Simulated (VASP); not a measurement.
# SiO2 (Stishovite) (P4_2/mnm) in VASP: further runs

SiO2 (Stishovite) is run at these levels: PBE; tasks: single point.

All numbers are computed with VASP 6.6.1; they aren't measurements. Logs are shortened: lines on timing, memory, paths and dates and some standing lists are left out, and cuts for length are marked.

**1. The cell of the first run**

The structure is tetragonal, space group P4_2/mnm (No. 136). The conventional cell has a = 4.279 Å, b = 4.279 Å, c = 2.730 Å, α = 90.00°, β = 90.00°, γ = 90.00°. Si (site symmetry mmm) has 6 O at 1.80 to 1.85 Å within 2.4 Å. Within 2.4 Å of O (site symmetry m2m) lie 3 Si at 1.80 to 1.85 Å and 1 O at 2.35 Å.

**2. Single point, PBE**

File INCAR:

```
PREC = Accurate
ENCUT = 520
EDIFF = 1E-6
ISMEAR = -1
SIGMA = 0.1
LREAL = F
LASPH = T
NELM = 80
ALGO = Normal
ISIF = 2
LWAVE = F
LCHARG = T
GGA = PE
LELF = T
LVHAR = T
NBANDS = 25
```

File KPOINTS:

```
Automatic mesh
0
Gamma
  6 6 8
```

File POSCAR:

```
SiO2
1.0
    4.2792253149      0.0000000000      0.0000000000
    0.0000000000      4.2792253149      0.0000000000
    0.0000000000      0.0000000000      2.7302303663
Si O
2 4
Direct
    0.0000000000      0.0000000000      0.0000000000
    0.5000000000      0.5000000000      0.5000000000
    0.3059000000      0.3059000000      0.0000000000
    0.1941000000      0.8059000000      0.5000000000
    0.6941000000      0.6941000000      0.0000000000
    0.8059000000      0.1941000000      0.5000000000
```

Potentials or basis: VASP PAW PBE potentials, release 64 (Si, O).

The run is started by

```
> cat potpaw_PBE.64/Si/POTCAR potpaw_PBE.64/O/POTCAR > POTCAR
> mpirun -np 1 vasp_std > vasp.out
```

OUTCAR:

```text
PREC = Accurate
   ENCUT = 520
   EDIFF = 1E-6
   ISMEAR = -1
   LREAL = F
   LASPH = T
   NELM = 80
   ISIF = 2
   GGA = PE

 ion  position               nearest neighbor table
   1  0.000  0.000  0.000-   4 1.80   6 1.80   4 1.80   6 1.80   5 1.85   3 1.85
   2  0.500  0.500  0.500-   3 1.80   5 1.80   3 1.80   5 1.80   4 1.85   6 1.85
   3  0.306  0.306  0.000-   2 1.80   2 1.80   1 1.85
   4  0.194  0.806  0.500-   1 1.80   1 1.80   2 1.85
   5  0.694  0.694  0.000-   2 1.80   2 1.80   1 1.85
   6  0.806  0.194  0.500-   1 1.80   1 1.80   2 1.85

  LATTYP: Found a simple tetragonal cell.
 ALAT       =     4.2792253149
 C/A-ratio  =     0.6380197735

  Lattice vectors:

 A1 = (   4.2792253149,   0.0000000000,   0.0000000000)
 A2 = (   0.0000000000,   4.2792253149,   0.0000000000)
 A3 = (   0.0000000000,   0.0000000000,   2.7302303663)

Analysis of symmetry for initial positions (statically):
=====================================================================
 Subroutine PRICEL returns:
 Original cell was already a primitive cell.

 Routine SETGRP: Setting up the symmetry group for a
 simple tetragonal supercell.

 Subroutine GETGRP returns: Found 16 space group operations
 (whereof  8 operations were pure point group operations)
 out of a pool of 16 trial point group operations.

The static configuration has the point symmetry D_2h.
 The point group associated with its full space group is D_4h.

Analysis of symmetry for dynamics (positions and initial velocities):
=====================================================================
 Subroutine PRICEL returns:
 Original cell was already a primitive cell.

 Routine SETGRP: Setting up the symmetry group for a
 simple tetragonal supercell.

 Subroutine GETGRP returns: Found 16 space group operations
 (whereof  8 operations were pure point group operations)
 out of a pool of 16 trial point group operations.

The dynamic configuration has the point symmetry D_2h.
 The point group associated with its full space group is D_4h.

 Subroutine INISYM returns: Found 16 space group operations
 (whereof  8 operations are pure point group operations),
 and found     1 'primitive' translations

----------------------------------------------------------------------------------------

                                     Primitive cell

  volume of cell :      49.9953

  direct lattice vectors                    reciprocal lattice vectors
     4.279225315  0.000000000  0.000000000     0.233687157  0.000000000  0.000000000
     0.000000000  4.279225315  0.000000000     0.000000000  0.233687157  0.000000000
     0.000000000  0.000000000  2.730230366     0.000000000  0.000000000  0.366269459

  length of vectors
     4.279225315  4.279225315  2.730230366     0.233687157  0.233687157  0.366269459

  position of ions in fractional coordinates (direct lattice)
     0.000000000  0.000000000  0.000000000
     0.500000000  0.500000000  0.500000000
     0.305900000  0.305900000  0.000000000
     0.194100000  0.805900000  0.500000000
     0.694100000  0.694100000  0.000000000
     0.805900000  0.194100000  0.500000000

  ion indices of the primitive-cell ions
   primitive index   ion index
                 1           1
                 2           2
                 3           3
                 4           4
                 5           5
                 6           6

----------------------------------------------------------------------------------------

 KPOINTS: Automatic mesh

Automatic generation of k-mesh.
 Grid dimensions read from file:
 generate k-points for:    6    6    8

 Generating k-lattice:

  Cartesian coordinates                     Fractional coordinates (reciprocal lattice)
     0.038947860  0.000000000  0.000000000     0.166666667  0.000000000  0.000000000
     0.000000000  0.038947860  0.000000000     0.000000000  0.166666667  0.000000000
     0.000000000  0.000000000  0.045783682     0.000000000  0.000000000  0.125000000

  Length of vectors
     0.038947860  0.038947860  0.045783682

  Shift w.r.t. Gamma in fractional coordinates (k-lattice)
     0.000000000  0.000000000  0.000000000

 Subroutine IBZKPT returns following result:
 ===========================================

 Found     50 irreducible k-points:

 Following reciprocal coordinates:
            Coordinates               Weight
  0.000000  0.000000  0.000000      1.000000
  0.166667  0.000000  0.000000      4.000000
  0.333333  0.000000  0.000000      4.000000
  0.500000  0.000000  0.000000      2.000000
  0.166667  0.166667  0.000000      4.000000
  0.333333  0.166667  0.000000      8.000000
[... 16 lines left out ...]
  0.333333  0.000000  0.250000      8.000000
  0.500000  0.000000  0.250000      4.000000
 [... further k-points ...]
   k-points           NKPTS =     50   k-points in BZ     NKDIM =     50   number of bands    NBANDS=     25
   number of dos      NEDOS =    301   number of ions     NIONS =      6
   total plane-waves  NPLWV =  20480
   dimension x,y,z NGX =    32 NGY =   32 NGZ =   20
   dimension x,y,z NGXF=    64 NGYF=   64 NGZF=   40
   ions per type =               2   4
   NGX,Y,Z   is equivalent  to a cutoff of  12.43, 12.43, 12.18 a.u.
   NGXF,Y,Z  is equivalent  to a cutoff of  24.86, 24.86, 24.36 a.u.
 SYSTEM =  unknown system
   PREC   = accura    normal or accurate (medium, high low for compatibility)
   ISTART =      0    job   : 0-new  1-cont  2-samecut
   ICHARG =      2    charge: 1-file 2-atom 10-const
   ISPIN  =      1    spin polarized calculation?
   LNONCOLLINEAR =      F non collinear calculations
   LSORBIT =      F    spin-orbit coupling
   LASPH  =      T    aspherical Exc in radial PAW
   ENCUT  =  520.0 eV  38.22 Ry    6.18 a.u.   7.96  7.96  5.08*2*pi/ulx,y,z
   NELM   =     80;   NELMIN=  2; NELMDL= -5     # of ELM steps
   EDIFF  = 0.1E-05   stopping-criterion for ELM
   LREAL  =      F    real-space projection
   EDIFFG = 0.1E-04   stopping-criterion for IOM
   NSW    =      0    number of steps for IOM
   IBRION =     -1    ionic relax: 0-MD 1-quasi-New 2-CG
   NFREE  =      0    steps in history (QN), initial steepest desc. (CG)
   ISIF   =      2    stress and relaxation
   ISYM   =      2    0-nonsym 1-usesym 2-fastsym
   POTIM  = 0.5000    time-step for ionic-motion
   TEBEG  =    0.0;   TEEND  =   0.0 temperature during run
   PSTRESS=    0.0 pullay stress
   NELECT =      32.0000    total number of electrons
   NUPDOWN=      -1.0000    fix difference up-down
   EMIN   =  10.00;   EMAX   =-10.00  energy-range for DOS
   EFERMI =   0.00;   METHOD = LEGACY
   ISMEAR =    -1;   SIGMA  =   0.10  broadening in eV -4-tet -1-fermi 0-gaus
   EFERMI_NEDOS =   21; number of points for ismear=-14 and -15
   IALGO  =     38    algorithm
   IMIX   =      4    mixing-type and parameters
     AMIX     =   0.40;   BMIX     =  1.00
     AMIX_MAG =   1.60;   BMIX_MAG =  1.00
  volume/ion in A,a.u.               =       8.33        56.23
  Fermi-wavevector in a.u.,A,eV,Ry     =   1.410853  2.666125 27.082463  1.990505
  Thomas-Fermi vector in A             =   2.532764
   LORBIT       =      0    0 simple, 1 ext, 2 COOP (PROOUT), +10 PAW based schemes
   GGA     = PE    functional components
   LHFCALC =     F    Hartree Fock is set to
   AEXX    =    0.0000 exact exchange contribution
   IVDW    =     0    specifies the selected vdW correction
   LEPSILON=     F    determine dielectric tensor
   LRPA    =     F    only Hartree local field effects (RPA)
 non-spin polarized calculation
  energy-cutoff  :      520.00
  volume of cell :       50.00
 maximum number of plane-waves:      1384
 NGX is ok and might be reduce to    32
   NGX = 15   NGY = 15   NGZ = 11

 number of electron      32.0000019 magnetization

 Free energy of the ion-electron system (eV)
  ---------------------------------------------------
  ext. energy  EPLUGINS =         0.00000000
  ---------------------------------------------------
  free energy    TOTEN  =       -46.25857425 eV

  energy without entropy =      -46.25857425  energy(sigma->0) =      -46.25857425

 E-fermi :   9.2493     XC(G=0): -11.9064

 val. band max:        7.2938831262   @ k =   0.0000   0.0000   0.0000
 cond. band min:      11.6630212201   @ k =   0.0000   0.0000   0.0000
 fundamental gap:      4.3691380938
 Fermi energy:         9.2492863944

 k-point     1 :       0.0000    0.0000    0.0000
  band No.  band energies     occupation
      1     -14.5648      2.00000
      2     -11.2895      2.00000
      3     -11.2895      2.00000
      4     -11.0695      2.00000
      5      -3.1915      2.00000
      6       1.2321      2.00000
[... 17 lines left out ...]
     24      20.6029      0.00000
     25      22.0280      0.00000

 k-point     2 :       0.1667    0.0000    0.0000
  band No.  band energies     occupation
      1     -14.4314      2.00000
      2     -11.8703      2.00000
      3     -11.2243      2.00000
      4     -10.7666      2.00000
      5      -2.9821      2.00000
      6       0.5230      2.00000
[... 17 lines left out ...]
     24      20.1302      0.00000
     25      22.0318      0.00000

 k-point     3 :       0.3333    0.0000    0.0000
  band No.  band energies     occupation
      1     -14.0416      2.00000
      2     -12.6681      2.00000
      3     -11.0499      2.00000
      4     -10.6904      2.00000
      5      -2.4121      2.00000
      6      -0.5690      2.00000
[... 17 lines left out ...]
     24      20.4557      0.00000
     25      21.3534      0.00000

 k-point     4 :       0.5000    0.0000    0.0000
  band No.  band energies     occupation
      1     -13.4308      2.00000
      2     -13.4308      2.00000
      3     -10.8329      2.00000
      4     -10.8329      2.00000
      5      -1.5826      2.00000
      6      -1.5826      2.00000
[... 17 lines left out ...]
     24      20.0871      0.00000
     25      21.4576      0.00000

 k-point     5 :       0.1667    0.1667    0.0000
  band No.  band energies     occupation
      1     -14.3015      2.00000
      2     -12.0394      2.00000
      3     -11.3664      2.00000
      4     -10.6844      2.00000
      5      -2.7557      2.00000
      6       0.3966      2.00000
[... 17 lines left out ...]
     24      20.0031      0.00000
     25      22.0535      0.00000

 k-point     6 :       0.3333    0.1667    0.0000
  band No.  band energies     occupation
      1     -13.9242      2.00000
      2     -12.6418      2.00000
      3     -11.2641      2.00000
      4     -10.7562      2.00000
      5      -2.1551      2.00000
      6      -0.3864      2.00000
[... 17 lines left out ...]
     24      20.3406      0.00000
     25      21.6322      0.00000
[... 393 lines left out ...]
 k-point    21 :       0.0000    0.0000    0.2500
  band No.  band energies     occupation
      1     -13.8255      2.00000
      2     -11.0914      2.00000
      3     -10.9544      2.00000
      4     -10.9544      2.00000
      5      -2.9439      2.00000
      6       0.8812      2.00000
[... 17 lines left out ...]
     24      20.4240      0.00000
     25      20.8839      0.00000

 k-point    22 :       0.1667    0.0000    0.2500
  band No.  band energies     occupation
      1     -13.7048      2.00000
      2     -11.5324      2.00000
      3     -10.9155      2.00000
      4     -10.7312      2.00000
      5      -2.6854      2.00000
      6       0.4349      2.00000
[... 17 lines left out ...]
     24      20.4265      0.00000
     25      20.8834      0.00000

 k-point    23 :       0.3333    0.0000    0.2500
  band No.  band energies     occupation
      1     -13.3554      2.00000
      2     -12.1715      2.00000
      3     -10.8156      2.00000
      4     -10.6507      2.00000
      5      -1.9950      2.00000
      6      -0.0977      2.00000
[... 17 lines left out ...]
     24      19.8225      0.00000
     25      20.7392      0.00000

 k-point    24 :       0.5000    0.0000    0.2500
  band No.  band energies     occupation
      1     -12.8186      2.00000
      2     -12.8186      2.00000
      3     -10.7040      2.00000
      4     -10.7040      2.00000
      5      -1.0547      2.00000
      6      -1.0547      2.00000
[... 17 lines left out ...]
     24      19.8488      0.00000
     25      20.6051      0.00000

 [... further k-points ...]
[... 5 lines left out ...]
  --------------------------------------------------------------------------------------
  -------------------------------------------------------------------------------------
  Total       -2.9340023     -2.9340023     -3.7647403     -0.0000000      0.0000000      0.0000000
  in kB      -94.0245848    -94.0245848   -120.6468541     -0.0000000      0.0000000      0.0000000
  external PRESSURE =    -102.8986746 kB  Pullay stress =       0.0000000 kB

 VOLUME and BASIS-vectors are now :
 -----------------------------------------------------------------------------
  energy-cutoff  :      520.00
  volume of cell :       50.00
      direct lattice vectors                 reciprocal lattice vectors
     4.279225315  0.000000000  0.000000000     0.233687157  0.000000000  0.000000000
     0.000000000  4.279225315  0.000000000     0.000000000  0.233687157  0.000000000
     0.000000000  0.000000000  2.730230366     0.000000000  0.000000000  0.366269459

 POSITION                                       TOTAL-FORCE (eV/Angst)
 -----------------------------------------------------------------------------------
      0.00000      0.00000      0.00000         0.000000     -0.000000      0.000000
      2.13961      2.13961      1.36512         0.000000     -0.000000      0.000000
      1.30902      1.30902      0.00000         0.251766      0.251766      0.000000
      0.83060      3.44863      1.36512        -0.251766      0.251766      0.000000
      2.97021      2.97021      0.00000        -0.251766     -0.251766      0.000000
      3.44863      0.83060      1.36512         0.251766     -0.251766      0.000000
 -----------------------------------------------------------------------------------
    total drift:                                0.000000      0.000000     -0.000000

  FREE ENERGIE OF THE ION-ELECTRON SYSTEM (eV)
  ---------------------------------------------------
  free  energy   TOTEN  =       -46.2585742525 eV

  energy  without entropy=      -46.2585742524  energy(sigma->0) =      -46.25857425
```

It took 26 s on 1 thread of AMD EPYC 9R45 (Zen 5), shared host; peak memory 0.15 GiB.

Results:

- Free energy: -46.2586 eV
- Pressure: -10.3 GPa
- Largest force: 0.356 eV/Å
- Band gap on the k mesh: 4.37 eV, direct

Forces in eV/Å, atoms in the order of the input:
```
Si   0.000  0.000  0.000
Si   0.000  0.000  0.000
O    0.252  0.252  0.000
O   -0.252  0.252  0.000
O   -0.252 -0.252  0.000
O    0.252 -0.252  0.000
```

Levels at points of the mesh, in eV from the valence-band top:
```tsv
k point	band 14	band 15	band 16	band 17	band 18	band 19
(0.00, 0.00, 0.00)	-0.84	-0.84	0.00	4.37	6.41	7.91
(0.50, 0.00, 0.00)	-2.54	-1.00	-1.00	6.78	6.78	8.55
(0.50, 0.50, 0.00)	-2.52	-2.06	-2.06	6.57	6.57	9.40
(0.00, 0.00, 0.50)	-2.75	-2.44	-2.44	8.13	8.13	11.92
(0.50, 0.00, 0.50)	-2.12	-1.59	-1.59	7.98	7.98	9.07
(0.50, 0.50, 0.50)	-1.64	-1.41	-1.41	6.31	6.31	10.48
```

**3. Single point, PBE**

This run uses another cell than the first one, of 8.53 Å³/atom, 1.023 times its volume.

File INCAR:

```
SYSTEM = SiO2
  PREC = Accurate
  ENCUT = 520
  EDIFF = 1E-7
  ISMEAR = -1
  SIGMA = 0.1
  LREAL = .False.
  LASPH = .True.
  NELM = 100
  ALGO = Normal
  ISIF = 2
  LWAVE = .False.
  LCHARG = .False.
  GGA = PE
  NBANDS = 25
```

File KPOINTS:

```
Automatic mesh
0
Gamma
  6 6 8
  0 0 0
```

POSCAR, as its differences from that of step 2:

```diff
@@ -2,5 +2,5 @@
 1.0
-    4.2792253149      0.0000000000      0.0000000000
-    0.0000000000      4.2792253149      0.0000000000
-    0.0000000000      0.0000000000      2.7302303663
+    4.3121437263      0.0000000000      0.0000000000
+    0.0000000000      4.3121437263      0.0000000000
+    0.0000000000      0.0000000000      2.7512329637
 Si O
```

Potentials or basis: VASP PAW PBE potentials, release 64 (Si, O).

The run is started by

```
> cat potpaw_PBE.64/Si/POTCAR potpaw_PBE.64/O/POTCAR > POTCAR
> mpirun -np 1 vasp_std > vasp.out
```

Run time: 26 s. Hardware: 1 thread of AMD EPYC 9R45 (Zen 5), shared host; peak memory 0.15 GiB.

It converged, with:

```
Free energy            : -46.1655 eV
Pressure               : -15.9 GPa
Largest force          : 0.484 eV/Å
Band gap on the k mesh : 3.99 eV, direct
```

Forces on the atoms (eV/Å):
```
Si   0.000  0.000  0.000
Si   0.000  0.000  0.000
O    0.342  0.342  0.000
O   -0.342  0.342  0.000
O   -0.342 -0.342  0.000
O    0.342 -0.342  0.000
```

Stress tensor (GPa, compression positive):
```
-14.55   0.00   0.00
  0.00 -14.55   0.00
  0.00   0.00 -18.50
```

Levels at points of the mesh, in eV from the valence-band top:
```tsv
k point	band 12	band 13	band 14	band 15	band 16	band 17	band 18	band 19	band 20	band 21
(0.00, 0.00, 0.00)	-2.88	-2.42	-0.83	-0.83	0.00	3.99	6.30	7.72	7.72	10.74
(0.50, 0.00, 0.00)	-3.48	-2.50	-2.50	-0.97	-0.97	6.47	6.47	8.38	8.38	10.40
(0.50, 0.50, 0.00)	-2.99	-2.48	-2.48	-1.99	-1.99	6.30	6.30	9.19	9.19	12.06
(0.00, 0.00, 0.50)	-4.32	-2.66	-2.66	-2.36	-2.36	7.82	7.82	11.65	11.65	11.71
(0.50, 0.00, 0.50)	-3.60	-2.07	-2.07	-1.54	-1.54	7.71	7.71	8.83	8.83	11.93
(0.50, 0.50, 0.50)	-4.21	-1.60	-1.60	-1.37	-1.37	6.04	6.04	10.29	10.29	11.20
```
